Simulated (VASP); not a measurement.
Wanted: the native input for a VASP 6.6.1 run.

```yaml
Task: single point
Functional: PBE
Potentials_or_basis: VASP PAW PBE potentials, release 64 (Sc_sv, Al, As)
Cutoff: 520 eV
k_mesh: 8 × 8 × 8
Occupations: gaussian, width 0.1 eV
Spin: no spin polarisation
Dipole_correction: no
Further_INCAR_settings: ALGO = Normal; EDIFF = 1e-06; NBANDS = 23
```

The structure of ScAl4As lies in POSCAR:

```
ScAl4As
1.0
    0.0000000000      4.5299841726      4.5299841726
    4.5299841726      0.0000000000      4.5299841726
    4.5299841726      4.5299841726      0.0000000000
Sc Al As
1 4 1
Direct
    0.5000000000      0.5000000000      0.5000000000
    0.9004928712      0.2985213863      0.9004928712
    0.9004928712      0.9004928712      0.9004928712
    0.2985213863      0.9004928712      0.9004928712
    0.9004928712      0.9004928712      0.2985213863
    0.7500000000      0.7500000000      0.7500000000
```

The input as run:

INCAR

```
SYSTEM = ScAl4As
PREC     = Accurate       ! precision mode
ENCUT    = 520            ! plane-wave cutoff, eV
EDIFF    = 1E-6           ! SCF threshold, eV
ISMEAR   = 0              ! smearing method
SIGMA    = 0.1            ! smearing width, eV
LREAL    = .FALSE.        ! projectors in reciprocal space
LASPH    = .TRUE.         ! aspherical terms in the spheres
NELM     = 80             ! most SCF steps
ALGO     = Normal         ! electronic algorithm
ISIF     = 2              ! what is computed and relaxed
LWAVE    = .FALSE.        ! write WAVECAR
LCHARG   = .FALSE.        ! write CHGCAR
GGA      = PE             ! functional
NBANDS   = 23             ! bands
```

KPOINTS

```
Automatic mesh
0
G
  8 8 8
  0 0 0
```

Potentials or basis: VASP PAW PBE potentials, release 64 (Sc_sv, Al, As).

Launch:

```sh
$ cat potpaw_PBE.64/Sc_sv/POTCAR potpaw_PBE.64/Al/POTCAR potpaw_PBE.64/As/POTCAR > POTCAR
$ mpirun -np 1 vasp_std > vasp.out
```

Results of the run:

| Property | Result |
| --- | --- |
| Pressure | 0.0 GPa |
| Largest force | 0.012 eV/Å |
| Band gap on the k mesh | zero (band 14 reaches 2.91 eV, above the bottom of band 15 at 1.96 eV) |

Wall time 100 s on 1 thread of Intel(R) Xeon(R) 6975P-C (Granite Rapids), on a shared host, peak memory 0.39 GiB.
